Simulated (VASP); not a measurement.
# CoSi2 (Fm-3m) in VASP: a series of runs

Runs on CoSi2. Level: PBE. Tasks: single point.

Program: VASP 6.6.1. These are calculated values, not measurements. Logs are shortened: lines on timing, memory, paths and dates and some standing lists are left out, and cuts for length are marked.

**1. The cell of the first run**

The structure is cubic, space group Fm-3m (No. 225). The conventional cell has a = 5.356 Å, b = 5.356 Å, c = 5.356 Å, α = 90.00°, β = 90.00°, γ = 90.00°. Within 3.1 Å of Co (site symmetry m-3m) lie 8 Si at 2.32 Å. Within 3.1 Å of Si (site symmetry -43m) lie 4 Co at 2.32 Å and 6 Si at 2.68 Å.

**2. Single point, PBE, collinear spin, ferromagnetic start**

Contents of INCAR:

```
ALGO = Normal
EDIFF = 1E-6
ENCUT = 520
GGA = PE
ISIF = 2
ISMEAR = -1
ISPIN = 2
LASPH = T
LCHARG = F
LMAXMIX = 4
LORBIT = 11
LREAL = F
LWAVE = F
MAGMOM = 2.5 0 0
NBANDS = 20
NELM = 150
PREC = Accurate
SIGMA = 0.1
```

Contents of KPOINTS:

```
k-points
0
Gamma
  3 3 3
```

Contents of POSCAR:

```
CoSi2
1.0
    0.0000000000      2.6780000000      2.6780000000
    2.6780000000      0.0000000000      2.6780000000
    2.6780000000      2.6780000000      0.0000000000
Co Si
1 2
Direct
    0.0000000000      0.0000000000      0.0000000000
    0.2500000000      0.2500000000      0.2500000000
    0.7500000000      0.7500000000      0.7500000000
```

Potentials or basis: VASP PAW PBE potentials, release 64 (Co, Si).

On the command line:

```bash
$ cat potpaw_PBE.64/Co/POTCAR potpaw_PBE.64/Si/POTCAR > POTCAR
$ mpirun -np 1 vasp_std > vasp.out
```

OUTCAR:

```text
EDIFF = 1E-6
   ENCUT = 520
   GGA = PE
   ISIF = 2
   ISMEAR = -1
   ISPIN = 2
   LASPH = T
   LORBIT = 11
   LREAL = F
   NELM = 150
   PREC = Accurate

 ion  position               nearest neighbor table
   1  0.000  0.000  0.000-   3 2.32   2 2.32   3 2.32   2 2.32   3 2.32   3 2.32   2 2.32   2 2.32

   2  0.250  0.250  0.250-   1 2.32   1 2.32   1 2.32   1 2.32   3 2.68   3 2.68   3 2.68   3 2.68
                             3 2.68   3 2.68
   3  0.750  0.750  0.750-   1 2.32   1 2.32   1 2.32   1 2.32   2 2.68   2 2.68   2 2.68   2 2.68
                             2 2.68   2 2.68

  LATTYP: Found a face centered cubic cell.
 ALAT       =     5.3560000000

  Lattice vectors:

 A1 = (   0.0000000000,   2.6780000000,   2.6780000000)
 A2 = (   2.6780000000,   0.0000000000,   2.6780000000)
 A3 = (   2.6780000000,   2.6780000000,   0.0000000000)

Analysis of symmetry for initial positions (statically):
=====================================================================
 Subroutine PRICEL returns:
 Original cell was already a primitive cell.

 Routine SETGRP: Setting up the symmetry group for a
 face centered cubic supercell.

 Subroutine GETGRP returns: Found 48 space group operations
 (whereof 48 operations were pure point group operations)
 out of a pool of 48 trial point group operations.

The static configuration has the point symmetry O_h .

Analysis of symmetry for dynamics (positions and initial velocities):
=====================================================================
 Subroutine PRICEL returns:
 Original cell was already a primitive cell.

 Routine SETGRP: Setting up the symmetry group for a
 face centered cubic supercell.

 Subroutine GETGRP returns: Found 48 space group operations
 (whereof 48 operations were pure point group operations)
 out of a pool of 48 trial point group operations.

The dynamic configuration has the point symmetry O_h .

Analysis of structural, dynamic, and magnetic symmetry:
=====================================================================
 Subroutine PRICEL returns:
 Original cell was already a primitive cell.

 Routine SETGRP: Setting up the symmetry group for a
 face centered cubic supercell.

 Subroutine GETGRP returns: Found 48 space group operations
 (whereof 48 operations were pure point group operations)
 out of a pool of 48 trial point group operations.

The overall configuration has the point symmetry O_h .

[... 101 lines left out ...]
  Fermi-wavevector in a.u.,A,eV,Ry     =   1.247586  2.357596 21.177078  1.556471
  Thomas-Fermi vector in A             =   2.381712
   LORBIT       =     11    0 simple, 1 ext, 2 COOP (PROOUT), +10 PAW based schemes
   GGA     = PE    functional components
   LHFCALC =     F    Hartree Fock is set to
   AEXX    =    0.0000 exact exchange contribution
   IVDW    =     0    specifies the selected vdW correction
   LEPSILON=     F    determine dielectric tensor
   LRPA    =     F    only Hartree local field effects (RPA)
 spin polarized calculation
  energy-cutoff  :      520.00
  volume of cell :       38.41
 maximum number of plane-waves:      1044
   NGX = 15   NGY = 15   NGZ = 15

 number of electron      16.9999995 magnetization       0.0006510

 number of electron      16.9999995 magnetization      -0.0001508

 Free energy of the ion-electron system (eV)
  ---------------------------------------------------
  ext. energy  EPLUGINS =         0.00000000
  ---------------------------------------------------
  free energy    TOTEN  =       -19.16827119 eV

  energy without entropy =      -19.09118011  energy(sigma->0) =      -19.12972565

 E-fermi :  10.4862     XC(G=0): -11.7433

 val. band max:        9.4284358003   @ k =  -0.3333   0.3333   0.0000
 cond. band min:      10.5516172395   @ k =   0.3333   0.0000   0.0000
 fundamental gap:      1.1231814391
 Fermi energy:        10.4862498904

 spin component 1

 k-point     1 :       0.0000    0.0000    0.0000
  band No.  band energies     occupation
      1      -3.0309      1.00000
      2       6.0167      1.00000
      3       6.0167      1.00000
      4       6.0167      1.00000
      5       8.1887      1.00000
      6       8.1887      1.00000
[... 68 lines left out ...]
      6       7.6551      1.00000
[... 12 lines left out ...]
     19      26.0503      0.00000
     20      27.0558      0.00000
 Fermi energy:        10.4862498904

 spin component 2

 k-point     1 :       0.0000    0.0000    0.0000
  band No.  band energies     occupation
      1      -3.0310      1.00000
      2       6.0167      1.00000
      3       6.0167      1.00000
      4       6.0167      1.00000
      5       8.1887      1.00000
      6       8.1887      1.00000
[... 81 lines left out ...]
     19      26.0502      0.00000
     20      27.0552      0.00000

------------------------ aborting loop because EDIFF is reached ----------------------------------------

  FORCE on cell =-STRESS in cart. coord.  units (eV):
  Direction    XX          YY          ZZ          XY          YZ          ZX
  --------------------------------------------------------------------------------------
  -------------------------------------------------------------------------------------
  Total        0.0027605      0.0027605      0.0027605      0.0000000      0.0000000     -0.0000000
  in kB        0.1151425      0.1151425      0.1151425      0.0000000      0.0000000     -0.0000000
  external PRESSURE =       0.1151425 kB  Pullay stress =       0.0000000 kB

 VOLUME and BASIS-vectors are now :
 -----------------------------------------------------------------------------
  energy-cutoff  :      520.00
  volume of cell :       38.41
      direct lattice vectors                 reciprocal lattice vectors
     0.000000000  2.678000000  2.678000000    -0.186706497  0.186706497  0.186706497
     2.678000000  0.000000000  2.678000000     0.186706497 -0.186706497  0.186706497
     2.678000000  2.678000000  0.000000000     0.186706497  0.186706497 -0.186706497

 POSITION                                       TOTAL-FORCE (eV/Angst)
 -----------------------------------------------------------------------------------
      0.00000      0.00000      0.00000        -0.000000     -0.000000      0.000000
      1.33900      1.33900      1.33900        -0.000000     -0.000000     -0.000000
      4.01700      4.01700      4.01700         0.000000      0.000000      0.000000
 -----------------------------------------------------------------------------------
    total drift:                               -0.000000     -0.000000      0.000000

  FREE ENERGIE OF THE ION-ELECTRON SYSTEM (eV)
  ---------------------------------------------------
  free  energy   TOTEN  =       -19.1682711871 eV

  energy  without entropy=      -19.0911801103  energy(sigma->0) =      -19.12972565

 total charge

# of ion       s       p       d       tot
------------------------------------------
    1        0.543   0.726   7.591   8.860
    2        0.709   0.877   0.000   1.586
    3        0.709   0.877   0.000   1.586
--------------------------------------------------
tot          1.961   2.480   7.591  12.032

 magnetization (x)

# of ion       s       p       d       tot
------------------------------------------
    1       -0.000  -0.000   0.000  -0.000
    2       -0.000  -0.000   0.000  -0.000
    3       -0.000  -0.000   0.000  -0.000
--------------------------------------------------
tot         -0.000  -0.000   0.000  -0.000
```

stdout:

```text
POSCAR found type information on POSCAR CoSi
 POSCAR found :  2 types and       3 ions
 scaLAPACK will be used
 LDA part: xc-table for (Slater+PW92), standard interpolation
 POSCAR, INCAR and KPOINTS ok, starting setup
 FFT: planning ... GRIDC
 FFT: planning ... GRID_SOFT
 FFT: planning ... GRID
 WAVECAR not read
 entering main loop
```

It took 7.7 s on 1 thread of Intel Xeon 6975P-C (Granite Rapids), shared host; peak memory 0.16 GiB.

Results:

| Quantity | Value |
| --- | --- |
| Free energy | -19.1683 eV |
| Pressure | 0.0 GPa |
| Net moment | 0.00 μB per cell |
| Valence electrons inside the program's atomic spheres | Co 8.86; Si 1.59 |

Caveat: the k points lie up to 0.68 Å⁻¹ apart; the starting moments collapsed, and a magnetic state may lie lower.

**3. Single point, PBE, collinear spin, ferromagnetic start**

Contents of INCAR:

```
SYSTEM = CoSi2
  PREC = Accurate
  ENCUT = 520
  EDIFF = 1E-7
  ISMEAR = -1
  SIGMA = 0.1
  LREAL = .False.
  LASPH = .True.
  NELM = 150
  ALGO = Normal
  ISIF = 2
  LWAVE = .False.
  LCHARG = .False.
  ISPIN = 2
  MAGMOM = 2.5 0 0
  LORBIT = 11
  LMAXMIX = 4
  GGA = PE
  NBANDS = 20
```

Contents of KPOINTS:

```
regular mesh
0
Gamma
  5 5 5
  0 0 0
```

POSCAR is that of step 2.

Potentials or basis: VASP PAW PBE potentials, release 64 (Co, Si).

On the command line:

```bash
$ cat potpaw_PBE.64/Co/POTCAR potpaw_PBE.64/Si/POTCAR > POTCAR
$ mpirun -np 1 vasp_std > vasp.out
```

It took 15 s on 1 thread of Intel Xeon 6975P-C (Granite Rapids), shared host; peak memory 0.17 GiB.

It converged, with:

| Item | Value |
| --- | --- |
| Free energy | -19.2949 eV |
| Pressure | 0.6 GPa |
| Net moment | 0.00 μB per cell |
| Valence electrons inside the program's atomic spheres | Co 8.86; Si 1.59 |

Levels at points of the mesh, in eV from the Fermi level:
Spin up:
```
           k point  band 5  band 6  band 7  band 8  band 9  band 10  band 11  band 12
(0.00, 0.00, 0.00)   -1.82   -1.82    0.82    3.49    3.49     3.49     3.52     3.52
```
Spin down:
```csv
k point,band 4,band 5,band 6,band 7,band 8,band 9,band 10,band 11,band 12,band 13
"(0.00, 0.00, 0.00)",-4.00,-1.82,-1.82,0.82,3.49,3.49,3.49,3.52,3.52,3.52
```

Caveat: the k points lie up to 0.41 Å⁻¹ apart; the starting moments collapsed, and a magnetic state may lie lower.

**4. Single point, PBE, collinear spin, ferromagnetic start**

Contents of INCAR:

```
SYSTEM = CoSi2
ALGO = Normal
EDIFF = 1E-6
ENCUT = 520
GGA = PE
ISIF = 2
ISMEAR = -1
ISPIN = 2
LASPH = .True.
LCHARG = .False.
LMAXMIX = 4
LORBIT = 11
LREAL = .False.
LWAVE = .False.
MAGMOM = 2.5 0 0
NBANDS = 20
NELM = 150
PREC = Accurate
SIGMA = 0.1
```

Contents of KPOINTS:

```
k-points
0
Gamma
  6 6 6
  0 0 0
```

POSCAR is that of step 3.

On the command line:

```bash
$ cat potpaw_PBE.64/Co/POTCAR potpaw_PBE.64/Si/POTCAR > POTCAR
$ mpirun -np 1 vasp_std > vasp.out
```

Run time: 18 s. Hardware: 1 thread of Intel Xeon 6975P-C (Granite Rapids), shared host; peak memory 0.17 GiB.

It converged, with:

```yaml
Free_energy: -19.3070 eV
Pressure: 0.4 GPa
Net_moment: 0.00 μB per cell
Valence_electrons_inside_the_program's_atomic_spheres: Co 8.86; Si 1.59
```

Levels at points of the mesh, in eV from the Fermi level:
Spin up:
```csv
k point,band 7,band 8,band 9,band 10,band 11,band 12
"(0.00, 0.00, 0.00)",0.67,3.33,3.33,3.33,3.36,3.36
"(0.50, 0.00, 0.00)",-1.71,-0.56,-0.56,2.61,3.33,3.33
"(0.50, 0.50, 0.00)",-2.03,-1.99,-1.41,1.49,2.84,8.47
```
Spin down:
| k point | band 6 | band 7 | band 8 | band 9 | band 10 | band 11 | band 12 | band 13 |
| --- | --- | --- | --- | --- | --- | --- | --- | --- |
| (0.00, 0.00, 0.00) | -1.99 | 0.67 | 3.33 | 3.33 | 3.33 | 3.36 | 3.36 | 3.36 |
| (0.50, 0.00, 0.00) | -1.71 | -1.71 | -0.56 | -0.56 | 2.61 | 3.33 | 3.33 | 4.26 |
| (0.50, 0.50, 0.00) | -2.03 | -2.03 | -1.99 | -1.41 | 1.49 | 2.84 | 8.47 | 9.50 |

Caveat: the starting moments collapsed, and a magnetic state may lie lower.
